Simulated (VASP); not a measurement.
Write the native input for VASP 6.6.1 that does the following.

| Quantity | Value |
| --- | --- |
| Task | single point |
| Functional | PBE |
| Potentials or basis | VASP PAW PBE potentials, release 64 (Ge_d, Ga_d) |
| Cutoff | 520 eV |
| k mesh | 6 × 6 × 6 |
| Occupations | methfessel-paxton, width 0.1 eV |
| Spin | non-collinear spin, zero start, spin-orbit coupling |
| Starting moments | [[0.0, 0.0, 0.0], [0.0, 0.0, 0.0], [0.0, 0.0, 0.0], [0.0, 0.0, 0.0]] μB |
| Dipole correction | no |
| Further INCAR settings | ALGO = Normal; EDIFF = 1e-07; NBANDS = 69 |

The structure of GaGe3 lies in POSCAR:

```
GaGe3
1.0
    0.0000000000      3.3871670000      3.3871670000
    3.3871670000      0.0000000000      3.3871670000
    3.3871670000      3.3871670000      0.0000000000
Ge Ga
3 1
Direct
    0.5000000000      0.5000000000      0.5000000000
    0.7500000000      0.7500000000      0.7500000000
    0.2500000000      0.2500000000      0.2500000000
    0.0000000000      0.0000000000      0.0000000000
```

The input as run:

INCAR

```
SYSTEM = GaGe3
  PREC = Accurate
  ENCUT = 520
  EDIFF = 1E-7
  ISMEAR = 1
  SIGMA = 0.1
  LREAL = .False.
  LASPH = .True.
  NELM = 150
  ALGO = Normal
  ISIF = 2
  LWAVE = .False.
  LCHARG = .False.
  MAGMOM = 0 0 0 0 0 0 0 0 0 0 0 0
  LORBIT = 11
  LSORBIT = .True.
  GGA_COMPAT = .False.
  LORBMOM = .True.
  GGA = PE
  NBANDS = 69
```

KPOINTS

```
regular mesh
0
Gamma
  6 6 6
  0 0 0
```

Potentials or basis: VASP PAW PBE potentials, release 64 (Ge_d, Ga_d).

Command:

```bash
$ cat potpaw_PBE.64/Ge_d/POTCAR potpaw_PBE.64/Ga_d/POTCAR > POTCAR
$ mpirun -np 1 vasp_ncl > vasp.out
```

It gave:

```yaml
Pressure: 0.5 GPa
Net_moment: 0.00 μB per cell
Valence_electrons_inside_the_program's_atomic_spheres: Ge 12.18, 12.17 (each value once); Ga 11.51
```

Run time: 2.7 min on 1 thread of Intel(R) Xeon(R) Platinum 8488C (Sapphire Rapids) (shared host), peak memory 0.45 GiB.
